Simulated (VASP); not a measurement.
Runs of VASP 6.6.1 on Ge5Pt3. The structure is that of space group Pm-3m (No. 221), or close to it. The cells are those of the table. 

```tsv
task	cell	k mesh	gap on the mesh (eV)	pressure (GPa)
relaxation of cell and atoms	relaxed from a = 4.735 Å, 8 atoms	4 × 4 × 4	none	0.1
single point	a = 5.251 Å, 8 atoms	4 × 4 × 4	none	0.1
single point	a = 4.735 Å, 8 atoms	4 × 4 × 4	none	77.0
single point	a = 5.253 Å, 8 atoms	8 × 8 × 8	none	(a)
```

Alike in all rows: level PBE; potentials or basis VASP PAW PBE potentials, release 64 (Ge_d, Pt); no spin polarisation; cutoff (eV) 500; smearing gaussian 0.1 eV.

Problem. Estimate the missing entries.

Solution. (a) -0.1.

Caveats: spin-orbit coupling is left out, which moves the levels of the heavy elements.

A k mesh can miss the band edges, and the runs leave out spin-orbit coupling on Ge, Pt.

A gap of «none» marks levels without a gap at the run's occupations.
